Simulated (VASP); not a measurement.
Runs of VASP 6.6.1 on Ca. The structure is that of space group P6_3/mmc (No. 194), or close to it. The cells are those of the table. 

```csv
task,level,potentials or basis,cell,gap on the mesh (eV),pressure (GPa)
single point,LDA,"VASP PAW LDA potentials, release 64 (Ca_sv)","a = 3.980, b = 3.980, c = 6.520 Å, angles 90.0, 90.0, 120.0°, 2 atoms",none,-2.3
single point,PBEsol,"VASP PAW PBE potentials, release 64 (Ca_sv)","a = 3.980, b = 3.980, c = 6.520 Å, angles 90.0, 90.0, 120.0°, 2 atoms",none,-1.4
electric field gradients,PBEsol,"VASP PAW PBE potentials, release 64 (Ca_sv)","a = 3.980, b = 3.980, c = 6.520 Å, angles 90.0, 90.0, 120.0°, 2 atoms",none,-1.4
electric field gradients,PBEsol,"VASP PAW PBE potentials, release 64 (Ca_sv)","a = 3.926, b = 3.926, c = 6.432 Å, angles 90.0, 90.0, 120.0°, 2 atoms",none,(a)
```

Alike in all rows: no spin polarisation; k mesh 10 × 10 × 5; cutoff (eV) 520; smearing fermi-dirac 0.08 eV.

Problem. Fill in the values left out.

Solution. (a) -0.8.

Caveats: the PAW data sets were made with another functional, which shifts forces and pressure a little (some runs).

A gap of «none» marks levels without a gap at the run's occupations.
